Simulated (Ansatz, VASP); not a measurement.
## Te2Mo in VASP and in Ansatz

Contents of INCAR:

```
SYSTEM = Te2Mo
PREC     = Accurate       ! precision mode
ENCUT    = 520            ! plane-wave cutoff, eV
EDIFF    = 1E-6           ! SCF threshold, eV
ISMEAR   = 0              ! smearing method
SIGMA    = 0.05           ! smearing width, eV
LREAL    = .FALSE.        ! projectors in reciprocal space
LASPH    = .TRUE.         ! aspherical terms in the spheres
NELM     = 60             ! most SCF steps
ALGO     = Normal         ! electronic algorithm
ISIF     = 2              ! what is computed and relaxed
LWAVE    = .FALSE.        ! write WAVECAR
LCHARG   = .FALSE.        ! write CHGCAR
GGA      = PS             ! functional
NBANDS   = 35             ! bands
```

KPOINTS

```
regular mesh
0
G
  12 12 2
  0 0 0
```

File POSCAR:

```
Te2Mo
1.0
    3.4939942427      0.0000000000      0.0000000000
   -1.7469971213      3.0258877748      0.0000000000
    0.0000000000      0.0000000000     14.7089659088
Te Mo
4 2
Direct
    0.3333333333      0.6666666667      0.6211281373
    0.6666666667      0.3333333333      0.1211281373
    0.3333333333      0.6666666667      0.8788718627
    0.6666666667      0.3333333333      0.3788718627
    0.3333333333      0.6666666667      0.2500000000
    0.6666666667      0.3333333333      0.7500000000
```

Input for Ansatz:

```yaml
crystal:
  lattice:
    - [3.4939942427, 0.0, 0.0]
    - [-1.7469971213, 3.0258877748, 0.0]
    - [0.0, 0.0, 14.7089659088]
  atoms:
    - { symbol: Te, position: [0.3333333333, 0.6666666667, 0.6211281373] }
    - { symbol: Te, position: [0.6666666667, 0.3333333333, 0.1211281373] }
    - { symbol: Te, position: [0.3333333333, 0.6666666667, 0.8788718627] }
    - { symbol: Te, position: [0.6666666667, 0.3333333333, 0.3788718627] }
    - { symbol: Mo, position: [0.3333333333, 0.6666666667, 0.25] }
    - { symbol: Mo, position: [0.6666666667, 0.3333333333, 0.75] }
basis:
  ecutwfc: 420
kpoints:
  mp_grid: { grid: [12, 12, 2] }
hamiltonian:
  xc: pbesol
scf:
  occupations: { method: gaussian, width: 0.05 }
output:
  forces: true
  stress: true
  eigenvalues: true
```

Change from the starting cell: strain +0.000 along x and y, +0.050 along z, atoms carried along.

Alike in both runs: task single point; functional PBEsol; k mesh 12 × 12 × 2; occupations gaussian, width 0.05 eV; no spin polarisation.

```csv
,VASP,Ansatz
version,VASP 6.6.1,Ansatz 0.2.0
potentials or method,"VASP PAW PBE potentials, release 64 (Te, Mo_sv), cutoff 520 eV","scalar-relativistic, plane waves, PAW"
valence electrons in the cell,52,92
```

|  | VASP | Ansatz | Ansatz less VASP |
| --- | --- | --- | --- |
| gap on the k mesh at the Fermi level (eV) | 0.65 | 0.65 | -0.002 |
| least direct gap on the mesh (eV) | 1.02 | 1.02 | -0.003 |
| pressure (GPa) | -5.2 | -5.2 | -0.03 |
| traceless stress, the component that is largest in VASP (GPa) | -3.96 | -4.01 | -0.047 |
| rms of the force components (eV/Å) | 0.493 | 0.503 | +0.0105 |

VASP's potentials were made for PBE, not for PBEsol. Atom by atom the forces differ by 0.011 eV/Å (rms over components). VASP's potentials hold 52 valence electrons a cell and Ansatz's 92, so a difference there can come from the potentials and not from the codes.

Neither program's run includes spin-orbit coupling.
